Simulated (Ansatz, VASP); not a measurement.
# One calculation of Mo, two programs

```
Mo
1.0
     2.75618    0.00000    0.00000
    -1.37809    2.38692    0.00000
     0.00000    0.00000    4.89968
Mo
2
Direct
  0.33333 0.66667 0.75000
  0.66667 0.33333 0.25000
```

Alike in both runs: task single point; functional PBE; k mesh 18 × 18 × 10; occupations gaussian, width 0.05 eV; no spin polarisation.

|  | VASP | Ansatz |
| --- | --- | --- |
| version | VASP 6.6.1 | Ansatz 0.2.0 |
| potentials or method | VASP PAW PBE potentials, release 64 (Mo_sv), cutoff 520 eV | scalar-relativistic, plane waves, PAW |
| valence electrons in the cell | 28 | 28 |

```csv
,VASP,Ansatz,Ansatz less VASP
gap on the k mesh at the Fermi level (eV),none,none,-
pressure (GPa),0.5,0.0,-0.46
"traceless stress, the component that is largest in VASP (GPa)",-0.09,0.01,+0.098
```

A gap of «none» marks a metal or a gap that the smearing closes. With one functional, cell and mesh, what is left measures potentials, basis and numerics.
